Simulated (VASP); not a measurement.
# MgS (F-43m) in VASP: notebook, part 2 of 2

VASP 6.6.1.

**3. Vibrations by perturbation theory, LDA**

This run uses another cell than the first one, of 15.68 Å³/atom, 0.739 times its volume.

INCAR

```
ALGO = Normal
EDIFF = 1E-8
ENCUT = 520
GGA = CA
IBRION = 8
ISIF = 2
ISMEAR = 0
LASPH = True
LCHARG = False
LEPSILON = True
LREAL = False
LWAVE = False
NELM = 60
NSW = 1
PREC = Accurate
SIGMA = 0.01
```

KPOINTS

```
k-points
0
Gamma
  8 8 8
```

POSCAR

```
MgS
1.0
    0.0000000000      2.5031878203      2.5031878203
    2.5031878203      0.0000000000      2.5031878203
    2.5031878203      2.5031878203      0.0000000000
Mg S
1 1
Direct
    0.0000000000      0.0000000000      0.0000000000
    0.7500000000      0.7500000000      0.7500000000
```

Potentials or basis: VASP PAW LDA potentials, release 64 (Mg, S).

Started as:

```
$ cat potpaw_LDA.64/Mg/POTCAR potpaw_LDA.64/S/POTCAR > POTCAR
$ mpirun -np 1 vasp_std > vasp.out
```

OUTCAR:

```text
EDIFF = 1E-8
   ENCUT = 520
   GGA = CA
   IBRION = 8
   ISIF = 2
   ISMEAR = 0
   LASPH = True
   LEPSILON = True
   LREAL = False
   NELM = 60
   NSW = 1
   PREC = Accurate

 ion  position               nearest neighbor table
   1  0.000  0.000  0.000-   2 2.17   2 2.17   2 2.17   2 2.17
   2  0.750  0.750  0.750-   1 2.17   1 2.17   1 2.17   1 2.17

  LATTYP: Found a face centered cubic cell.
 ALAT       =     5.0063756406

  Lattice vectors:

 A1 = (   0.0000000000,   2.5031878203,   2.5031878203)
 A2 = (   2.5031878203,   0.0000000000,   2.5031878203)
 A3 = (   2.5031878203,   2.5031878203,   0.0000000000)

Analysis of symmetry for initial positions (statically):
=====================================================================
 Subroutine PRICEL returns:
 Original cell was already a primitive cell.

 Routine SETGRP: Setting up the symmetry group for a
 face centered cubic supercell.

 Subroutine GETGRP returns: Found 24 space group operations
 (whereof 24 operations were pure point group operations)
 out of a pool of 48 trial point group operations.

The static configuration has the point symmetry T_d .

Analysis of symmetry for dynamics (positions and initial velocities):
=====================================================================
 Subroutine PRICEL returns:
 Original cell was already a primitive cell.

 Routine SETGRP: Setting up the symmetry group for a
 face centered cubic supercell.

 Subroutine GETGRP returns: Found 24 space group operations
 (whereof 24 operations were pure point group operations)
 out of a pool of 48 trial point group operations.

The dynamic configuration has the point symmetry T_d .

 Subroutine INISYM returns: Found 24 space group operations
 (whereof 24 operations are pure point group operations),
 and found     1 'primitive' translations

----------------------------------------------------------------------------------------

                                     Primitive cell

  volume of cell :      31.3697

  direct lattice vectors                    reciprocal lattice vectors
     0.000000000  2.503187820  2.503187820    -0.199745299  0.199745299  0.199745299
     2.503187820  0.000000000  2.503187820     0.199745299 -0.199745299  0.199745299
     2.503187820  2.503187820  0.000000000     0.199745299  0.199745299 -0.199745299

  length of vectors
     3.540042165  3.540042165  3.540042165     0.345969007  0.345969007  0.345969007

  position of ions in fractional coordinates (direct lattice)
     0.000000000  0.000000000  0.000000000
     0.750000000  0.750000000  0.750000000

  ion indices of the primitive-cell ions
   primitive index   ion index
                 1           1
[... 451 lines left out ...]
    -0.00033  0.32964  0.00000
     0.32964 -0.00033  0.00000
     0.00000  0.00000  0.00000

--------------------------------------- Ionic step        4  -------------------------------------------

------------------------ aborting loop because EDIFF is reached ----------------------------------------

[... ionic steps 5 to 6 ...]

--------------------------------------- Ionic step        7  -------------------------------------------

 Free energy of the ion-electron system (eV)
  ---------------------------------------------------
  ---------------------------------------------------
  free energy    TOTEN  =        -0.10804324 eV

  energy without entropy =       -0.10804324

------------------------ aborting loop because EDIFF is reached ----------------------------------------

 INTERNAL STRAIN TENSOR  FOR ION    2  DIRECTION 1   (eV/Angst):
 -----------------------------------------------------------------------------
    -0.00291  0.00000  0.00000
     0.00000  0.00379 22.75665
     0.00000 22.75665  0.00379

 MACROSCOPIC STATIC DIELECTRIC TENSOR (including local field effects in DFT)
 ------------------------------------------------------
           4.486545     0.000000    -0.000000
          -0.000000     4.486545    -0.000000
           0.000000    -0.000000     4.486545
 ------------------------------------------------------

 PIEZOELECTRIC TENSOR (including local field effects)  for field in x, y, z        (e  Angst)
          XX          YY          ZZ          XY          YZ          ZX
  --------------------------------------------------------------------------------
  x     0.00000     0.00000     0.00000     0.00000     0.64645     0.00000
  y     0.00000    -0.00000    -0.00000     0.00000     0.00000     0.64645
  z    -0.00000     0.00000     0.00000     0.64645     0.00000     0.00000

 PIEZOELECTRIC TENSOR (including local field effects)  for field in x, y, z        (C/m^2)
          XX          YY          ZZ          XY          YZ          ZX
  --------------------------------------------------------------------------------
  x     0.00000     0.00000     0.00000     0.00000     0.33017     0.00000
  y     0.00000    -0.00000    -0.00000     0.00000     0.00000     0.33017
  z    -0.00000     0.00000     0.00000     0.33017     0.00000     0.00000

 BORN EFFECTIVE CHARGES (including local field effects) (in |e|, cummulative output)
 ---------------------------------------------------------------------------------
 ion    1
    1     1.70151     0.00000     0.00000
    2    -0.00000     1.70151    -0.00000
    3     0.00000     0.00000     1.70151
 ion    2
    1    -1.70151     0.00000     0.00000
    2     0.00000    -1.70151     0.00000
    3     0.00000     0.00000    -1.70151

 INTERNAL STRAIN TENSOR FOR ION    2 for displacements in x,y,z  (eV/Angst):
          X           Y           Z          XY          YZ          ZX
  --------------------------------------------------------------------------------
  x     0.00000     0.00000     0.00000     0.00000    22.75665     0.00000
  y     0.00000     0.00000     0.00000     0.00000     0.00000    22.75665
  z     0.00000     0.00000     0.00000    22.75665     0.00000     0.00000

 SECOND DERIVATIVES (NOT SYMMETRIZED)
 ------------------------------------
               1X          1Y          1Z          2X          2Y          2Z
  1X   -15.487083    0.000000    0.000000   15.487083    0.000000    0.000000
  1Y     0.000000  -15.487083    0.000000    0.000000   15.487083    0.000000
  1Z     0.000000    0.000000  -15.487083    0.000000    0.000000   15.487083
  2X    15.491423    0.000000    0.000000  -15.491423    0.000000    0.000000
  2Y     0.000000   15.491423    0.000000    0.000000  -15.491423    0.000000
  2Z     0.000000    0.000000   15.491423    0.000000    0.000000  -15.491423

 Eigenvectors and eigenvalues of the dynamical matrix
 ----------------------------------------------------

   1 f  =   16.547007 THz   103.967908 2PiTHz  551.948726 cm-1    68.432889 meV
             X         Y         Z           dx          dy          dz
      0.000000  0.000000  0.000000     0.000000    0.754168    0.000000
      3.754782  3.754782  3.754782     0.000000   -0.656681    0.000000
[... 21 lines left out ...]
   6 f/i=    0.001148 THz     0.007213 2PiTHz    0.038293 cm-1     0.004748 meV
             X         Y         Z           dx          dy          dz
      0.000000  0.000000  0.000000     0.000000    0.000000   -0.656681
      3.754782  3.754782  3.754782     0.000000    0.000000   -0.754168

--------------------------------------------------------------------------------------------------------

 MACROSCOPIC STATIC DIELECTRIC TENSOR IONIC CONTRIBUTION
 ------------------------------------------------------
           1.078182    -0.000000     0.000000
          -0.000000     1.078182    -0.000000
           0.000000    -0.000000     1.078182
 ------------------------------------------------------

 ELASTIC MODULI CONTR FROM IONIC RELAXATION (kBar)
 Direction    XX          YY          ZZ          XY          YZ          ZX
 --------------------------------------------------------------------------------
 XX          -0.0000     -0.0000     -0.0000     -0.0000      0.0000     -0.0000
 YY          -0.0000     -0.0000     -0.0000     -0.0000     -0.0000      0.0000
 ZZ          -0.0000     -0.0000     -0.0000      0.0000     -0.0000     -0.0000
 XY          -0.0000     -0.0000      0.0000  -1690.6253      0.0000      0.0000
 YZ           0.0000     -0.0000     -0.0000      0.0000  -1690.6253      0.0000
 ZX          -0.0000      0.0000     -0.0000      0.0000      0.0000  -1690.6253
 --------------------------------------------------------------------------------

 PIEZOELECTRIC TENSOR IONIC CONTR  for field in x, y, z        (C/m^2)
          XX          YY          ZZ          XY          YZ          ZX
  --------------------------------------------------------------------------------
  x     0.00000    -0.00000    -0.00000     0.00000    -1.27040     0.00000
  y    -0.00000     0.00000    -0.00000     0.00000     0.00000    -1.27040
  z    -0.00000    -0.00000     0.00000    -1.27040     0.00000     0.00000
```

OSZICAR:

```text
N       E                     dE             d eps       ncg     rms          rms(c)
DAV:   1     0.261655230681E+02    0.26166E+02   -0.38569E+03   480   0.831E+02
DAV:   2    -0.780886760288E+01   -0.33974E+02   -0.32881E+02   640   0.114E+02
DAV:   3    -0.889091344375E+01   -0.10820E+01   -0.10820E+01   576   0.273E+01
DAV:   4    -0.889435743020E+01   -0.34440E-02   -0.34440E-02   776   0.182E+00
[... 162 lines left out ...]
RMM:  12    -0.108043236703E+00    0.63543E-06   -0.69913E-07  2621   0.999E-05    0.215E-06
RMM:  13    -0.108043189132E+00    0.47571E-07   -0.89505E-07  2877   0.304E-05    0.268E-05
RMM:  14    -0.108043221552E+00   -0.32420E-07   -0.12249E-07  2683   0.119E-05    0.103E-05
RMM:  15    -0.108043234544E+00   -0.12991E-07    0.12380E-11  2442   0.988E-06    0.294E-06
RMM:  16    -0.108043238631E+00   -0.40873E-08   -0.78048E-10  1261   0.825E-06    0.122E-06
 Linear response finished
```

stdout:

```text
POSCAR found type information on POSCAR MgS
 POSCAR found :  2 types and       2 ions
 scaLAPACK will be used
 LDA part: xc-table for (Slater(with rela. corr.)+CA(PZ))
 , standard interpolation
 POSCAR, INCAR and KPOINTS ok, starting setup
 FFT: planning ... GRIDC
 FFT: planning ... GRID_SOFT
 FFT: planning ... GRID
[... 24 lines left out ...]
 Linear response to external field, progress :
  Direction:   3
 dielectric tensor                  component  3 :     0.538     0.671     4.487
 Linear response DOF=           2
 Linear response progress:
 first order change of Fermi-energy  -0.42559E-01
 force on displaced ion       1 direction 1 : -15.487   0.000   0.000
 Born effective charge ion    1 direction 1 :   1.699   0.000   0.000
 Linear response progress:
 first order change of Fermi-energy   0.41354E-01
 force on displaced ion       2 direction 1 : -15.491   0.000   0.000
 Born effective charge ion    2 direction 1 :  -1.703   0.000   0.000
 Born effective charges drift removed
 Linear response finished
```

It took 3.6 min on 1 thread of Intel Xeon 6975P-C (Granite Rapids), shared host; peak memory 0.2 GiB.

What came out:

* Electronic dielectric tensor (diagonal): 4.49
* Born charges (mean of the diagonal): Mg +1.70; S -1.70 e
* Highest phonon frequency at Γ, LO-TO splitting left out: 552 cm⁻¹

Phonon frequencies in cm⁻¹ (negative: imaginary):
| q point | frequencies |
| --- | --- |
| (0.000, 0.000, 0.000) | 0 0 0 552 552 552 |

Electronic dielectric tensor:
```
4.49 0.00 0.00
0.00 4.49 0.00
0.00 0.00 4.49
```

Born effective charge tensors (e):
atom 1, Mg
```
1.70 0.00 0.00
0.00 1.70 0.00
0.00 0.00 1.70
```
atom 2, S
```
-1.70  0.00  0.00
 0.00 -1.70  0.00
 0.00  0.00 -1.70
```

Caveat: the cell wasn't relaxed at this level first, which shifts response properties.
